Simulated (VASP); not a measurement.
# BaTiO3 (Pm-3m) in VASP: a series of runs

Aim: see how the results for BaTiO3 move with the level of theory and the settings. Levels: PBE, r2SCAN, PBEsol. Tasks: relaxation of cell and atoms, single point.

Program: VASP 6.6.1. These are calculated values, not measurements. Logs are shortened: lines on timing, memory, paths and dates and some standing lists are left out, and cuts for length are marked.

## (1) The cell of the first run

Symmetry: Pm-3m, No. 221, cubic system. The conventional cell has a = 4.006 Å, b = 4.006 Å, c = 4.006 Å, α = 90.00°, β = 90.00°, γ = 90.00°. Within 3.7 Å of Ba (site symmetry m-3m) lie 12 O at 2.83 Å and 8 Ti at 3.47 Å. Within 2.7 Å of Ti (site symmetry m-3m) lie 6 O at 2.00 Å. O (site symmetry 4/mmm) has 2 Ti at 2.00 Å within 2.7 Å.

## (2) Relaxation of cell and atoms, PBE

Input file INCAR:

```
PREC = Accurate
ENCUT = 600
EDIFF = 1E-7
ISMEAR = -1
SIGMA = 0.05
LREAL = False
LASPH = True
NELM = 60
ALGO = Normal
ISIF = 3
LWAVE = False
LCHARG = False
GGA = PE
IBRION = 2
NSW = 60
EDIFFG = -0.01
```

Input file KPOINTS:

```
Automatic mesh
0
Gamma
  7 7 7
```

Input file POSCAR:

```
BaTiO3
1.0
    4.0060000000      0.0000000000      0.0000000000
    0.0000000000      4.0060000000      0.0000000000
    0.0000000000      0.0000000000      4.0060000000
Ba Ti O
1 1 3
Direct
    0.5000000000      0.5000000000      0.5000000000
    0.0000000000      0.0000000000      0.0000000000
    0.0000000000      0.0000000000      0.5000000000
    0.0000000000      0.5000000000      0.0000000000
    0.5000000000      0.0000000000      0.0000000000
```

Potentials or basis: VASP PAW PBE potentials, release 64 (Ba_sv, Ti_sv, O).

The run is started by

```console
$ cat potpaw_PBE.64/Ba_sv/POTCAR potpaw_PBE.64/Ti_sv/POTCAR potpaw_PBE.64/O/POTCAR > POTCAR
$ mpirun -np 1 vasp_std > vasp.out
```

OUTCAR:

```text
PREC = Accurate
   ENCUT = 600
   EDIFF = 1E-7
   ISMEAR = -1
   LREAL = False
   LASPH = True
   NELM = 60
   ISIF = 3
   GGA = PE
   IBRION = 2
   NSW = 60
   EDIFFG = -0.01

 ion  position               nearest neighbor table
   1  0.500  0.500  0.500-   3 2.83   4 2.83   5 2.83   4 2.83   5 2.83   3 2.83   5 2.83   5 2.83
                             3 2.83   4 2.83   4 2.83   3 2.83   2 3.47   2 3.47   2 3.47   2 3.47
   2  0.000  0.000  0.000-   3 2.00   4 2.00   5 2.00   3 2.00   4 2.00   5 2.00   1 3.47   1 3.47
                             1 3.47   1 3.47   1 3.47   1 3.47   1 3.47   1 3.47
   3  0.000  0.000  0.500-   2 2.00   2 2.00   1 2.83   1 2.83   1 2.83   1 2.83
   4  0.000  0.500  0.000-   2 2.00   2 2.00   1 2.83   1 2.83   1 2.83   1 2.83
   5  0.500  0.000  0.000-   2 2.00   2 2.00   1 2.83   1 2.83   1 2.83   1 2.83

  LATTYP: Found a simple cubic cell.
 ALAT       =     4.0060000000

  Lattice vectors:

 A1 = (   4.0060000000,   0.0000000000,   0.0000000000)
 A2 = (   0.0000000000,   4.0060000000,   0.0000000000)
 A3 = (   0.0000000000,   0.0000000000,   4.0060000000)

Analysis of symmetry for initial positions (statically):
=====================================================================
 Subroutine PRICEL returns:
 Original cell was already a primitive cell.

 Routine SETGRP: Setting up the symmetry group for a
 simple cubic supercell.

 Subroutine GETGRP returns: Found 48 space group operations
 (whereof 48 operations were pure point group operations)
 out of a pool of 48 trial point group operations.

The static configuration has the point symmetry O_h .

Analysis of symmetry for dynamics (positions and initial velocities):
=====================================================================
 Subroutine PRICEL returns:
 Original cell was already a primitive cell.

 Routine SETGRP: Setting up the symmetry group for a
 simple cubic supercell.

 Subroutine GETGRP returns: Found 48 space group operations
 (whereof 48 operations were pure point group operations)
 out of a pool of 48 trial point group operations.

The dynamic configuration has the point symmetry O_h .

 Subroutine INISYM returns: Found 48 space group operations
 (whereof 48 operations are pure point group operations),
 and found     1 'primitive' translations

----------------------------------------------------------------------------------------

                                     Primitive cell

  volume of cell :      64.2884

  direct lattice vectors                    reciprocal lattice vectors
     4.006000000  0.000000000  0.000000000     0.249625562  0.000000000  0.000000000
     0.000000000  4.006000000  0.000000000     0.000000000  0.249625562  0.000000000
     0.000000000  0.000000000  4.006000000     0.000000000  0.000000000  0.249625562

  length of vectors
     4.006000000  4.006000000  4.006000000     0.249625562  0.249625562  0.249625562

  position of ions in fractional coordinates (direct lattice)
     0.500000000  0.500000000  0.500000000
     0.000000000  0.000000000  0.000000000
     0.000000000  0.000000000  0.500000000
     0.000000000  0.500000000  0.000000000
     0.500000000  0.000000000  0.000000000

  ion indices of the primitive-cell ions
   primitive index   ion index
                 1           1
                 2           2
                 3           3
                 4           4
                 5           5

----------------------------------------------------------------------------------------

 KPOINTS: Automatic mesh

Automatic generation of k-mesh.
 Grid dimensions read from file:
 generate k-points for:    7    7    7

 Generating k-lattice:

  Cartesian coordinates                     Fractional coordinates (reciprocal lattice)
     0.035660795  0.000000000  0.000000000     0.142857143  0.000000000  0.000000000
     0.000000000  0.035660795  0.000000000     0.000000000  0.142857143  0.000000000
     0.000000000  0.000000000  0.035660795     0.000000000  0.000000000  0.142857143

  Length of vectors
     0.035660795  0.035660795  0.035660795

  Shift w.r.t. Gamma in fractional coordinates (k-lattice)
     0.000000000  0.000000000  0.000000000

 Subroutine IBZKPT returns following result:
 ===========================================

 Found     20 irreducible k-points:

 Following reciprocal coordinates:
            Coordinates               Weight
  0.000000  0.000000  0.000000      1.000000
  0.142857  0.000000  0.000000      6.000000
  0.285714  0.000000  0.000000      6.000000
  0.428571  0.000000  0.000000      6.000000
  0.142857  0.142857  0.000000     12.000000
  0.285714  0.142857  0.000000     24.000000
[... 12 lines left out ...]
  0.428571  0.428571  0.285714     24.000000
  0.428571  0.428571  0.428571      8.000000
   k-points           NKPTS =     20   k-points in BZ     NKDIM =     20   number of bands    NBANDS=     24
   number of dos      NEDOS =    301   number of ions     NIONS =      5
   total plane-waves  NPLWV =  32768
   dimension x,y,z NGX =    32 NGY =   32 NGZ =   32
   dimension x,y,z NGXF=    64 NGYF=   64 NGZF=   64
   ions per type =               1   1   3
   NGX,Y,Z   is equivalent  to a cutoff of  13.28, 13.28, 13.28 a.u.
   NGXF,Y,Z  is equivalent  to a cutoff of  26.56, 26.56, 26.56 a.u.
 SYSTEM =  unknown system
   PREC   = accura    normal or accurate (medium, high low for compatibility)
   ISTART =      0    job   : 0-new  1-cont  2-samecut
   ICHARG =      2    charge: 1-file 2-atom 10-const
   ISPIN  =      1    spin polarized calculation?
   LNONCOLLINEAR =      F non collinear calculations
   LSORBIT =      F    spin-orbit coupling
   LASPH  =      T    aspherical Exc in radial PAW
   ENCUT  =  600.0 eV  44.10 Ry    6.64 a.u.   8.00  8.00  8.00*2*pi/ulx,y,z
   NELM   =     60;   NELMIN=  2; NELMDL= -5     # of ELM steps
   EDIFF  = 0.1E-06   stopping-criterion for ELM
   LREAL  =      F    real-space projection
   EDIFFG = -.1E-01   stopping-criterion for IOM
   NSW    =     60    number of steps for IOM
   IBRION =      2    ionic relax: 0-MD 1-quasi-New 2-CG
   NFREE  =      1    steps in history (QN), initial steepest desc. (CG)
   ISIF   =      3    stress and relaxation
   ISYM   =      2    0-nonsym 1-usesym 2-fastsym
   POTIM  = 0.5000    time-step for ionic-motion
   TEBEG  =    0.0;   TEEND  =   0.0 temperature during run
   PSTRESS=    0.0 pullay stress
   NELECT =      40.0000    total number of electrons
   NUPDOWN=      -1.0000    fix difference up-down
   EMIN   =  10.00;   EMAX   =-10.00  energy-range for DOS
   EFERMI =   0.00;   METHOD = LEGACY
   ISMEAR =    -1;   SIGMA  =   0.05  broadening in eV -4-tet -1-fermi 0-gaus
   EFERMI_NEDOS =   21; number of points for ismear=-14 and -15
   IALGO  =     38    algorithm
   IMIX   =      4    mixing-type and parameters
     AMIX     =   0.40;   BMIX     =  1.00
     AMIX_MAG =   1.60;   BMIX_MAG =  1.00
  volume/ion in A,a.u.               =      12.86        86.77
  Fermi-wavevector in a.u.,A,eV,Ry     =   1.397603  2.641087 26.576187  1.953295
  Thomas-Fermi vector in A             =   2.520843
   LORBIT       =      0    0 simple, 1 ext, 2 COOP (PROOUT), +10 PAW based schemes
   GGA     = PE    functional components
   LHFCALC =     F    Hartree Fock is set to
   AEXX    =    0.0000 exact exchange contribution
   IVDW    =     0    specifies the selected vdW correction
   LEPSILON=     F    determine dielectric tensor
   LRPA    =     F    only Hartree local field effects (RPA)
 conjugate gradient relaxation of ions
 non-spin polarized calculation
  energy-cutoff  :      600.00
  volume of cell :       64.29
 maximum number of plane-waves:      2170
   NGX = 17   NGY = 17   NGZ = 17

--------------------------------------- Ionic step        1  -------------------------------------------

 number of electron      39.9999998 magnetization

 Free energy of the ion-electron system (eV)
  ---------------------------------------------------
  ext. energy  EPLUGINS =         0.00000000
  ---------------------------------------------------
  free energy    TOTEN  =       -39.97727751 eV

  energy without entropy =      -39.97727751  energy(sigma->0) =      -39.97727751

------------------------ aborting loop because EDIFF is reached ----------------------------------------

  FORCE on cell =-STRESS in cart. coord.  units (eV):
  Direction    XX          YY          ZZ          XY          YZ          ZX
  --------------------------------------------------------------------------------------
  -------------------------------------------------------------------------------------
  Total        1.3074624      1.3074624      1.3074624      0.0000000      0.0000000     -0.0000000
  in kB       32.5841929     32.5841929     32.5841929      0.0000000      0.0000000     -0.0000000
  external PRESSURE =      32.5841929 kB  Pullay stress =       0.0000000 kB
[... 63 lines left out ...]
  energy  without entropy=      -39.9789799797  energy(sigma->0) =      -39.97897998

--------------------------------------- Ionic step        3  -------------------------------------------

 number of electron      40.0000012 magnetization

 Free energy of the ion-electron system (eV)
  ---------------------------------------------------
  ext. energy  EPLUGINS =         0.00000000
  ---------------------------------------------------
  free energy    TOTEN  =       -39.98979444 eV

  energy without entropy =      -39.98979443  energy(sigma->0) =      -39.98979444

 E-fermi :   4.5184     XC(G=0): -11.1442

 val. band max:        3.6058954898   @ k =   0.4286   0.4286   0.4286
 cond. band min:       5.3659412633   @ k =   0.0000   0.0000   0.0000
 fundamental gap:      1.7600457735
 Fermi energy:         4.5184304140

 k-point     1 :       0.0000    0.0000    0.0000
  band No.  band energies     occupation
      1     -53.0648      2.00000
      2     -29.2645      2.00000
      3     -29.2645      2.00000
      4     -29.2645      2.00000
      5     -21.2007      2.00000
      6     -13.1779      2.00000
[... 561 lines left out ...]
  FREE ENERGIE OF THE ION-ELECTRON SYSTEM (eV)
  ---------------------------------------------------
  free  energy   TOTEN  =       -39.9897944373 eV

  energy  without entropy=      -39.9897944335  energy(sigma->0) =      -39.98979444

 reached required accuracy - stopping structural energy minimisation
```

Run time: 82 s. Hardware: 1 thread of Intel Xeon 6975P-C, shared host; peak memory 0.22 GiB.

Results:

```
Free energy                            : -39.9898 eV
Relaxed volume                         : 13.11 Å³/atom
Relaxed cell                           : a = 4.032 Å, b = 4.032 Å, c = 4.032 Å, α = 90.00°, β = 90.00°, γ = 90.00°
Space group after relaxing (to 0.05 Å) : Pm-3m (No. 221)
Energy gained by relaxing              : 2.5 meV/atom
Ionic steps                            : 3
Pressure after relaxing                : 0.0 GPa
Band gap on the k mesh                 : 1.76 eV, indirect (least direct gap 1.87 eV)
```

The path:
```
step  energy change (eV)  largest force (eV/Å)  pressure (GPa)  volume (Å³)
   1              0.0000                0.0000            3.26        64.29
   2             -0.0017                0.0000           -2.82        66.75
   3             -0.0125                0.0000            0.00        65.55
```

Final structure:
```cif
data_structure
_symmetry_space_group_name_H-M 'P 1'
_symmetry_Int_Tables_number 1
_cell_length_a 4.0320
_cell_length_b 4.0320
_cell_length_c 4.0320
_cell_angle_alpha 90.000
_cell_angle_beta 90.000
_cell_angle_gamma 90.000
_cell_volume 65.55
loop_
_atom_site_label
_atom_site_type_symbol
_atom_site_fract_x
_atom_site_fract_y
_atom_site_fract_z
_atom_site_occupancy
Ba1 Ba 0.50000 0.50000 0.50000 1
Ti1 Ti 0.00000 0.00000 0.00000 1
O1 O 0.00000 0.00000 0.50000 1
O2 O 0.00000 0.50000 0.00000 1
O3 O 0.50000 0.00000 0.00000 1
```

Levels at points of the mesh, in eV from the valence-band top:
```tsv
k point	band 17	band 18	band 19	band 20	band 21	band 22	band 23	band 24
(0.00, 0.00, 0.00)	-1.00	-0.11	-0.11	-0.11	1.76	1.76	1.76	3.81
```

Caveat: spin-orbit coupling is left out, which moves the levels of the heavy elements. Zero-point motion and thermal expansion aren't in these numbers.

## (3) Relaxation of cell and atoms, r2SCAN

POSCAR is that of step 2.

Input file INCAR.step1:

```
SYSTEM = BaTiO3
ALGO = Normal
EDIFF = 1E-4
ENCUT = 600
GGA = PE
ISMEAR = -1
LASPH = .TRUE.
LCHARG = .FALSE.
LREAL = .FALSE.
LWAVE = .TRUE.
NELM = 100
PREC = Accurate
SIGMA = 0.05
```

Input file INCAR.step2:

```
SYSTEM = BaTiO3
ALGO = Normal
EDIFF = 1E-6
EDIFFG = -0.01
ENCUT = 600
IBRION = 2
ISIF = 3
ISMEAR = -1
ISTART = 1
LASPH = .TRUE.
LCHARG = .FALSE.
LMIXTAU = .TRUE.
LREAL = .FALSE.
LWAVE = .FALSE.
METAGGA = R2SCAN
NELM = 100
NSW = 60
PREC = Accurate
SIGMA = 0.05
```

Input file KPOINTS:

```
k-points
0
G
  7 7 7
  0 0 0
```

Potentials or basis: VASP PAW PBE potentials, release 64 (Ba_sv, Ti_sv, O).

The run is started by

```console
$ cat potpaw_PBE.64/Ba_sv/POTCAR potpaw_PBE.64/Ti_sv/POTCAR potpaw_PBE.64/O/POTCAR > POTCAR
$ cp INCAR.step1 INCAR
$ mpirun -np 1 vasp_std > vasp.out
$ cp INCAR.step2 INCAR
$ mpirun -np 1 vasp_std > vasp.out
```

It took 2.9 min on 1 thread of Intel Xeon 6975P-C, shared host; peak memory 0.23 GiB.

The run converged. Its results:

```
Free energy                            : -74.2432 eV
Relaxed volume                         : 12.87 Å³/atom
Relaxed cell                           : a = 4.007 Å, b = 4.007 Å, c = 4.007 Å, α = 90.00°, β = 90.00°, γ = 90.00°
Space group after relaxing (to 0.05 Å) : Pm-3m (No. 221)
Energy gained by relaxing              : 0.0 meV/atom
Ionic steps                            : 3
Pressure after relaxing                : 0.0 GPa
Band gap on the k mesh                 : 2.19 eV, indirect (least direct gap 2.29 eV)
```

Final structure:
```xyz
5
Lattice="4.0074 0.0000 0.0000 0.0000 4.0074 0.0000 0.0000 0.0000 4.0074" Properties=species:S:1:pos:R:3 pbc="T T T"
Ba    2.0037    2.0037    2.0037
Ti    0.0000    0.0000    0.0000
O     0.0000    0.0000    2.0037
O     0.0000    2.0037    0.0000
O     2.0037    0.0000    0.0000
```

Levels at points of the mesh, in eV from the valence-band top:
```tsv
k point	band 17	band 18	band 19	band 20	band 21	band 22	band 23	band 24
(0.00, 0.00, 0.00)	-1.06	-0.10	-0.10	-0.10	2.19	2.19	2.19	4.20
```

Caveat: the PAW data sets were made with another functional, which shifts forces and pressure a little; spin-orbit coupling is left out, which moves the levels of the heavy elements. A k mesh can miss the band edges.

## (4) Single point, PBEsol

This run uses another cell than the first one, of 12.60 Å³/atom, 0.980 times its volume.

Input file INCAR:

```
PREC = Accurate
ENCUT = 910
EDIFF = 1E-6
ISMEAR = -1
SIGMA = 0.05
LREAL = False
LASPH = True
NELM = 120
ALGO = Normal
ISIF = 2
LWAVE = False
LCHARG = False
GGA = PS
NBANDS = 28
GGA_COMPAT = False
```

Input file KPOINTS:

```
Automatic mesh
0
Gamma
  7 7 7
```

POSCAR: that of step 3 with these lines changed.

```diff
@@ -2,5 +2,5 @@
 1.0
-    4.0060000000      0.0000000000      0.0000000000
-    0.0000000000      4.0060000000      0.0000000000
-    0.0000000000      0.0000000000      4.0060000000
+    3.9791132838      0.0000000000      0.0000000000
+    0.0000000000      3.9791132838      0.0000000000
+    0.0000000000      0.0000000000      3.9791132838
 Ba Ti O
```

Potentials or basis: VASP PAW PBE potentials, release 64 (Ba_sv, Ti_sv, O_h).

The run is started by

```console
$ cat potpaw_PBE.64/Ba_sv/POTCAR potpaw_PBE.64/Ti_sv/POTCAR potpaw_PBE.64/O_h/POTCAR > POTCAR
$ mpirun -np 1 vasp_std > vasp.out
```

Run time: 40 s. Hardware: 1 thread of AMD EPYC 9R45 (Zen 5), shared host; peak memory 0.26 GiB.

It converged, with:

```
Free energy            : -42.0019 eV
Pressure               : 0.4 GPa
Band gap on the k mesh : 1.80 eV, indirect (least direct gap 1.86 eV)
```

Levels at points of the mesh, in eV from the valence-band top:
```
           k point  band 17  band 18  band 19  band 20  band 21  band 22  band 23  band 24
(0.00, 0.00, 0.00)    -1.07    -0.06    -0.06    -0.06     1.80     1.80     1.80     4.12
```

Caveat: the cutoff is under 1.25 times the usual one of these potentials, so pressure, stress and relaxed cells hold a basis-set (Pulay) error; the PAW data sets were made with another functional, which shifts forces and pressure a little; spin-orbit coupling is left out, which moves the levels of the heavy elements.

## (5) Summary

| task | level | potentials or basis | cell | cutoff (eV) | second run | gap on the mesh (eV) | pressure (GPa) | relaxed volume (Å³/atom) |
| --- | --- | --- | --- | --- | --- | --- | --- | --- |
| relaxation of cell and atoms | PBE | VASP PAW PBE potentials, release 64 (Ba_sv, Ti_sv, O) | relaxed from a = 4.006 Å, 5 atoms | 600 | - | 1.76 | 0.0 | 13.11 |
| relaxation of cell and atoms | r2SCAN | VASP PAW PBE potentials, release 64 (Ba_sv, Ti_sv, O) | relaxed from a = 4.006 Å, 5 atoms | 600 | - | 2.19 | 0.0 | 12.87 |
| single point | PBEsol | VASP PAW PBE potentials, release 64 (Ba_sv, Ti_sv, O_h) | a = 3.979 Å, 5 atoms | 910 | hard_potentials | 1.80 | 0.4 | - |

Alike in all rows: no spin polarisation; k mesh 7 × 7 × 7; smearing fermi-dirac 0.05 eV.

Caveats: spin-orbit coupling is left out, which moves the levels of the heavy elements; the PAW data sets were made with another functional, which shifts forces and pressure a little (some runs); the cutoff is under 1.25 times the usual one of these potentials, so pressure, stress and relaxed cells hold a basis-set (Pulay) error (some runs).

Total energies depend on the potentials used, so only differences within one code and one set of settings carry meaning.
